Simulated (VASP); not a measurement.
# Ca: single point with HSE06

Ca:

```xyz
2
Lattice="1.9713 -3.3955 0.0000 1.9713 3.3955 0.0000 0.0000 0.0000 6.5091" Properties=species:S:1:pos:R:3 pbc="T T T"
Ca    1.9713    2.2790    4.8818
Ca    1.9713   -2.2790    1.6273
```

| Item | Value |
| --- | --- |
| Program | VASP 6.6.1 |
| Task | single point |
| Functional | HSE06 |
| Potentials or basis | VASP PAW PBE potentials, release 64 (Ca_sv) |
| Cutoff | 520 eV |
| k mesh | 4 × 4 × 2 |
| Occupations | gaussian, width 0.05 eV |
| Spin | no spin polarisation |

- Pressure: 0.2 GPa
- Largest force: 0.020 eV/Å
- Band gap on the k mesh: zero (bands 10 and 11 overlap by 1.13 eV)

Forces in eV/Å, atoms in the order of the input:
```
Ca   0.000 -0.020  0.000
Ca   0.000  0.020  0.000
```

Stress tensor (GPa, compression positive):
```
-0.77  0.00  0.00
 0.00 -0.44  0.00
 0.00  0.00  1.78
```

Levels at points of the mesh, in eV from the Fermi level:
```csv
k point,band 6,band 7,band 8,band 9,band 10,band 11,band 12,band 13,band 14,band 15
"(0.00, 0.00, 0.00)",-25.04,-25.04,-25.02,-4.67,-1.04,-0.44,3.20,3.26,3.30,3.59
"(0.50, 0.00, 0.00)",-25.09,-25.06,-25.05,-1.07,-0.74,0.69,0.99,1.88,2.51,3.22
"(0.50, 0.50, 0.00)",-25.09,-25.06,-25.05,-1.03,-0.73,0.72,1.01,1.84,2.50,3.20
"(0.00, 0.00, 0.50)",-25.05,-25.05,-25.05,-3.54,-3.54,2.00,2.00,3.26,3.26,3.31
"(0.50, 0.00, 0.50)",-25.08,-25.06,-25.06,-0.49,-0.49,0.19,0.19,2.23,2.23,3.90
"(0.50, 0.50, 0.50)",-25.08,-25.06,-25.06,-0.48,-0.48,0.22,0.22,2.21,2.21,3.87
```

Run time: 7.6 min on 1 thread of Intel(R) Xeon(R) 6975P-C (Granite Rapids) (shared host), peak memory 0.31 GiB.

Caveat: the k points lie up to 0.48 Å⁻¹ apart, too coarse for converged energies and pressures of a metal; the PAW data sets were made with another functional, which shifts forces and pressure a little.
